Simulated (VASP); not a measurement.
# Al2B3P5 (I-4m2) in VASP: single point with PBE

Aim: the single point of Al2B3P5 with PBE.

All numbers are computed with VASP 6.6.1; they aren't measurements. Logs are shortened: lines on timing, memory, paths and dates and some standing lists are left out, and cuts for length are marked.

### 1 The cell of the first run

The structure is tetragonal, space group I-4m2 (No. 119). The conventional cell has a = 3.434 Å, b = 3.434 Å, c = 25.584 Å, α = 90.00°, β = 90.00°, γ = 90.00°. Al (site symmetry 2mm) has 4 P at 2.31 to 2.32 Å within 3.1 Å. Within 2.7 Å of B (site symmetry -4m2) lie 4 P at 2.04 Å. Within 2.7 Å of B (site symmetry 2mm) lie 4 P at 2.03 to 2.04 Å. Within 2.7 Å of P (site symmetry 2mm) lie 2 B at 2.04 Å and 2 Al at 2.32 Å. P (site symmetry 2mm) has 2 B at 2.03 Å and 2 Al at 2.31 Å within 2.7 Å. Within 2.7 Å of P (site symmetry -4m2) lie 4 B at 2.04 Å.

### 2 Single point, PBE

File INCAR:

```
  PREC = Accurate
  ENCUT = 520
  EDIFF = 1E-6
  ISMEAR = 0
  SIGMA = 0.1
  LREAL = F
  LASPH = T
  NELM = 80
  ALGO = Normal
  ISIF = 2
  LWAVE = F
  LCHARG = F
  GGA = PE
  NBANDS = 31
```

File KPOINTS:

```
regular mesh
0
Gamma
  4 4 4
```

File POSCAR:

```
Al2B3P5
1.0
    0.0000000000     -3.4341997255      0.0000000000
    3.4341997255      0.0000000000      0.0000000000
   -1.7170998627      1.7170998627     12.7917905472
Al B P
2 3 5
Direct
    0.8964819175      0.8964819175      0.7929638351
    0.1035180825      0.1035180825      0.2070361649
    0.5000000000      0.5000000000      1.0000000000
    0.7068535011      0.7068535011      0.4137070022
    0.2931464989      0.2931464989      0.5862929978
    0.4571915755      0.9571915755      0.9143831510
    0.0428084245      0.5428084245      0.0856168490
    0.6641873742      0.1641873742      0.3283747483
    0.2500000000      0.7500000000      0.5000000000
    0.8358126258      0.3358126258      0.6716252517
```

Potentials or basis: VASP PAW PBE potentials, release 64 (Al, B, P).

Command:

```
$ cat potpaw_PBE.64/Al/POTCAR potpaw_PBE.64/B/POTCAR potpaw_PBE.64/P/POTCAR > POTCAR
$ mpirun -np 1 vasp_std > vasp.out
```

OUTCAR:

```text
PREC = Accurate
   ENCUT = 520
   EDIFF = 1E-6
   ISMEAR = 0
   LREAL = F
   LASPH = T
   NELM = 80
   ISIF = 2
   GGA = PE

 ion  position               nearest neighbor table
   1  0.896  0.896  0.793-  10 2.31  10 2.31   6 2.32   6 2.32
   2  0.104  0.104  0.207-   8 2.31   8 2.31   7 2.32   7 2.32
   3  0.500  0.500  0.000-   6 2.04   7 2.04   7 2.04   6 2.04
   4  0.707  0.707  0.414-   8 2.03   8 2.03   9 2.04   9 2.04
   5  0.293  0.293  0.586-  10 2.03  10 2.03   9 2.04   9 2.04
   6  0.457  0.957  0.914-   3 2.04   3 2.04   1 2.32   1 2.32
   7  0.043  0.543  0.086-   3 2.04   3 2.04   2 2.32   2 2.32
   8  0.664  0.164  0.328-   4 2.03   4 2.03   2 2.31   2 2.31
   9  0.250  0.750  0.500-   4 2.04   5 2.04   5 2.04   4 2.04
  10  0.836  0.336  0.672-   5 2.03   5 2.03   1 2.31   1 2.31

  LATTYP: Found a body centered tetragonal cell.
 ALAT       =     3.4341997255
 C/A-ratio  =     7.4496485759

  Lattice vectors:

 A1 = (  -1.7170998628,  -1.7170998627, -12.7917905472)
 A2 = (   1.7170998627,   1.7170998628, -12.7917905472)
 A3 = (   1.7170998628,  -1.7170998628,  12.7917905472)

Analysis of symmetry for initial positions (statically):
=====================================================================
 Subroutine PRICEL returns:
 Original cell was already a primitive cell.

 Routine SETGRP: Setting up the symmetry group for a
 body centered tetragonal supercell.

 Subroutine GETGRP returns: Found  8 space group operations
 (whereof  8 operations were pure point group operations)
 out of a pool of 16 trial point group operations.

The static configuration has the point symmetry D_2d.

Analysis of symmetry for dynamics (positions and initial velocities):
=====================================================================
 Subroutine PRICEL returns:
 Original cell was already a primitive cell.

 Routine SETGRP: Setting up the symmetry group for a
 body centered tetragonal supercell.

 Subroutine GETGRP returns: Found  8 space group operations
 (whereof  8 operations were pure point group operations)
 out of a pool of 16 trial point group operations.

The dynamic configuration has the point symmetry D_2d.

 Subroutine INISYM returns: Found  8 space group operations
 (whereof  8 operations are pure point group operations),
 and found     1 'primitive' translations

----------------------------------------------------------------------------------------

                                     Primitive cell

  volume of cell :     150.8629

  direct lattice vectors                    reciprocal lattice vectors
     0.000000000 -3.434199726  0.000000000     0.000000000 -0.291188655  0.039087569
     3.434199726  0.000000000  0.000000000     0.291188655  0.000000000  0.039087569
    -1.717099863  1.717099863 12.791790547     0.000000000  0.000000000  0.078175139

  length of vectors
     3.434199726  3.434199726 13.020244594     0.293800393  0.293800393  0.078175139

  position of ions in fractional coordinates (direct lattice)
     0.896481917  0.896481917  0.792963835
     0.103518083  0.103518083  0.207036165
     0.500000000  0.500000000  0.000000000
     0.706853501  0.706853501  0.413707002
     0.293146499  0.293146499  0.586292998
     0.457191575  0.957191575  0.914383151
     0.042808425  0.542808425  0.085616849
     0.664187374  0.164187374  0.328374748
     0.250000000  0.750000000  0.500000000
     0.835812626  0.335812626  0.671625252

  ion indices of the primitive-cell ions
   primitive index   ion index
                 1           1
                 2           2
                 3           3
                 4           4
                 5           5
                 6           6
                 7           7
                 8           8
                 9           9
                10          10

----------------------------------------------------------------------------------------

 KPOINTS: regular mesh

Automatic generation of k-mesh.
 Grid dimensions read from file:
 generate k-points for:    4    4    4

 Generating k-lattice:

  Cartesian coordinates                     Fractional coordinates (reciprocal lattice)
     0.000000000 -0.072797164  0.009771892     0.250000000  0.000000000 -0.000000000
     0.072797164  0.000000000  0.009771892     0.000000000  0.250000000 -0.000000000
     0.000000000  0.000000000  0.019543785     0.000000000  0.000000000  0.250000000

  Length of vectors
     0.073450098  0.073450098  0.019543785

  Shift w.r.t. Gamma in fractional coordinates (k-lattice)
     0.000000000  0.000000000  0.000000000

 Subroutine IBZKPT returns following result:
 ===========================================

 Found     13 irreducible k-points:

 Following reciprocal coordinates:
            Coordinates               Weight
  0.000000  0.000000  0.000000      1.000000
  0.250000  0.000000  0.000000      8.000000
  0.500000  0.000000  0.000000      4.000000
  0.250000  0.250000  0.000000      8.000000
  0.500000  0.250000  0.000000     16.000000
 -0.250000  0.250000  0.000000      4.000000
  0.500000  0.500000  0.000000      2.000000
  0.000000  0.000000  0.250000      2.000000
  0.250000  0.000000  0.250000      8.000000
  0.500000  0.000000  0.250000      4.000000
  0.250000  0.250000  0.250000      4.000000
  0.500000  0.500000  0.250000      2.000000
  0.000000  0.000000  0.500000      1.000000
   k-points           NKPTS =     13   k-points in BZ     NKDIM =     13   number of bands    NBANDS=     31
   number of dos      NEDOS =    301   number of ions     NIONS =     10
   total plane-waves  NPLWV =  76832
   dimension x,y,z NGX =    28 NGY =   28 NGZ =   98
   dimension x,y,z NGXF=    56 NGYF=   56 NGZF=  196
   ions per type =               2   3   5
   NGX,Y,Z   is equivalent  to a cutoff of  13.55, 13.55, 12.51 a.u.
   NGXF,Y,Z  is equivalent  to a cutoff of  27.11, 27.11, 25.03 a.u.
 SYSTEM =  unknown system
   PREC   = accura    normal or accurate (medium, high low for compatibility)
   ISTART =      0    job   : 0-new  1-cont  2-samecut
   ICHARG =      2    charge: 1-file 2-atom 10-const
   ISPIN  =      1    spin polarized calculation?
   LNONCOLLINEAR =      F non collinear calculations
   LSORBIT =      F    spin-orbit coupling
   LASPH  =      T    aspherical Exc in radial PAW
   ENCUT  =  520.0 eV  38.22 Ry    6.18 a.u.   6.39  6.39 24.21*2*pi/ulx,y,z
   NELM   =     80;   NELMIN=  2; NELMDL= -5     # of ELM steps
   EDIFF  = 0.1E-05   stopping-criterion for ELM
   LREAL  =      F    real-space projection
   EDIFFG = 0.1E-04   stopping-criterion for IOM
   NSW    =      0    number of steps for IOM
   IBRION =     -1    ionic relax: 0-MD 1-quasi-New 2-CG
   NFREE  =      0    steps in history (QN), initial steepest desc. (CG)
   ISIF   =      2    stress and relaxation
   ISYM   =      2    0-nonsym 1-usesym 2-fastsym
   POTIM  = 0.5000    time-step for ionic-motion
   TEBEG  =    0.0;   TEEND  =   0.0 temperature during run
   PSTRESS=    0.0 pullay stress
   NELECT =      40.0000    total number of electrons
   NUPDOWN=      -1.0000    fix difference up-down
   EMIN   =  10.00;   EMAX   =-10.00  energy-range for DOS
   EFERMI =   0.00;   METHOD = LEGACY
   ISMEAR =     0;   SIGMA  =   0.10  broadening in eV -4-tet -1-fermi 0-gaus
   EFERMI_NEDOS =   21; number of points for ismear=-14 and -15
   IALGO  =     38    algorithm
   IMIX   =      4    mixing-type and parameters
     AMIX     =   0.40;   BMIX     =  1.00
     AMIX_MAG =   1.60;   BMIX_MAG =  1.00
  volume/ion in A,a.u.               =      15.09       101.81
  Fermi-wavevector in a.u.,A,eV,Ry     =   1.051721  1.987465 15.049646  1.106118
  Thomas-Fermi vector in A             =   2.186776
   LORBIT       =      0    0 simple, 1 ext, 2 COOP (PROOUT), +10 PAW based schemes
   GGA     = PE    functional components
   LHFCALC =     F    Hartree Fock is set to
   AEXX    =    0.0000 exact exchange contribution
   IVDW    =     0    specifies the selected vdW correction
   LEPSILON=     F    determine dielectric tensor
   LRPA    =     F    only Hartree local field effects (RPA)
 non-spin polarized calculation
 Gauss-broadening in eV      SIGMA  =   0.10
  energy-cutoff  :      520.00
  volume of cell :      150.86
 maximum number of plane-waves:      4077
 NGX is ok and might be reduce to    28
   NGX = 13   NGY = 13   NGZ = 49

 number of electron      40.0000000 magnetization

 Free energy of the ion-electron system (eV)
  ---------------------------------------------------
  ext. energy  EPLUGINS =         0.00000000
  ---------------------------------------------------
  free energy    TOTEN  =       -56.88016110 eV

  energy without entropy =      -56.88016083  energy(sigma->0) =      -56.88016096

 E-fermi :   7.0086     XC(G=0): -10.0833

 val. band max:        6.7003982195   @ k =   0.0000   0.0000   0.0000
 cond. band min:       7.3219575018   @ k =   0.0000   0.0000   0.5000
 fundamental gap:      0.6215592822
 Fermi energy:         7.0086251229

 k-point     1 :       0.0000    0.0000    0.0000
  band No.  band energies     occupation
      1      -7.7911      2.00000
      2      -7.1887      2.00000
      3      -6.3729      2.00000
      4      -4.6565      2.00000
      5      -4.4156      2.00000
      6      -0.2741      2.00000
[... 23 lines left out ...]
     30      10.9845      0.00000
     31      11.4193      0.00000

 k-point     2 :       0.2500    0.0000    0.0000
  band No.  band energies     occupation
      1      -7.1642      2.00000
      2      -6.6047      2.00000
      3      -5.7993      2.00000
      4      -4.4774      2.00000
      5      -4.1206      2.00000
      6      -0.8094      2.00000
[... 366 lines left out ...]
 k-point    13 :       0.0000    0.0000    0.5000
  band No.  band energies     occupation
      1      -7.7669      2.00000
      2      -7.2799      2.00000
      3      -6.1578      2.00000
      4      -5.2100      2.00000
      5      -3.8849      2.00000
      6      -1.1513      2.00000
[... 23 lines left out ...]
     30      10.3854      0.00000
     31      10.8030      0.00000

------------------------ aborting loop because EDIFF is reached ----------------------------------------

  FORCE on cell =-STRESS in cart. coord.  units (eV):
  Direction    XX          YY          ZZ          XY          YZ          ZX
  --------------------------------------------------------------------------------------
  -------------------------------------------------------------------------------------
  Total        0.7806665      0.7806665     -0.7771187      0.0000000      0.0000000     -0.0000000
  in kB        8.2907478      8.2907478     -8.2530698      0.0000000      0.0000000     -0.0000000
  external PRESSURE =       2.7761419 kB  Pullay stress =       0.0000000 kB

 VOLUME and BASIS-vectors are now :
 -----------------------------------------------------------------------------
  energy-cutoff  :      520.00
  volume of cell :      150.86
      direct lattice vectors                 reciprocal lattice vectors
     0.000000000 -3.434199726  0.000000000     0.000000000 -0.291188655  0.039087569
     3.434199726  0.000000000  0.000000000     0.291188655  0.000000000  0.039087569
    -1.717099863  1.717099863 12.791790547     0.000000000  0.000000000  0.078175139

 POSITION                                       TOTAL-FORCE (eV/Angst)
 -----------------------------------------------------------------------------------
      1.71710     -1.71710     10.14343        -0.000000      0.000000     -0.001206
      0.00000     -0.00000      2.64836         0.000000     -0.000000      0.001206
      1.71710     -1.71710      0.00000         0.000000      0.000000      0.000000
      1.71710     -1.71710      5.29205         0.000000     -0.000000      0.006848
      0.00000     -0.00000      7.49974        -0.000000      0.000000     -0.006848
      1.71710     -0.00000     11.69660         0.000000     -0.000000      0.011720
      1.71710     -0.00000      1.09519        -0.000000      0.000000     -0.011720
      0.00000     -1.71710      4.20050         0.000000     -0.000000      0.027505
      1.71710     -0.00000      6.39590         0.000000      0.000000      0.000000
     -0.00000     -1.71710      8.59129        -0.000000      0.000000     -0.027505
 -----------------------------------------------------------------------------------
    total drift:                               -0.000001     -0.000001     -0.000000

  FREE ENERGIE OF THE ION-ELECTRON SYSTEM (eV)
  ---------------------------------------------------
  free  energy   TOTEN  =       -56.8801610966 eV

  energy  without entropy=      -56.8801608287  energy(sigma->0) =      -56.88016096
```

Wall time 47 s (1 thread of Intel Xeon Platinum 8488C (Sapphire Rapids), shared host); peak memory 0.27 GiB.

What came out:

- Free energy: -56.8802 eV
- Pressure: 0.3 GPa
- Largest force: 0.028 eV/Å
- Band gap on the k mesh: 0.62 eV, indirect (least direct gap 0.63 eV)

Forces on the atoms (eV/Å):
```
Al   0.000  0.000 -0.001
Al   0.000  0.000  0.001
B    0.000  0.000  0.000
B    0.000  0.000  0.007
B    0.000  0.000 -0.007
P    0.000  0.000  0.012
P    0.000  0.000 -0.012
P    0.000  0.000  0.028
P    0.000  0.000  0.000
P    0.000  0.000 -0.028
```

Levels at points of the mesh, in eV from the valence-band top:
```csv
k point,band 17,band 18,band 19,band 20,band 21,band 22,band 23,band 24
"(0.00, 0.00, 0.00)",-0.76,-0.66,0.00,0.00,0.63,0.74,1.09,1.40
"(0.50, 0.00, 0.00)",-2.70,-2.02,-0.53,-0.49,1.58,2.27,2.47,3.08
"(0.50, 0.50, 0.00)",-4.25,-4.10,-3.79,-3.46,0.75,1.09,1.45,1.77
"(0.00, 0.00, 0.50)",-0.52,-0.52,-0.27,-0.27,0.62,0.83,1.00,1.31
```

Caveat: the k points lie up to 0.46 Å⁻¹ apart. A k mesh can miss the band edges.
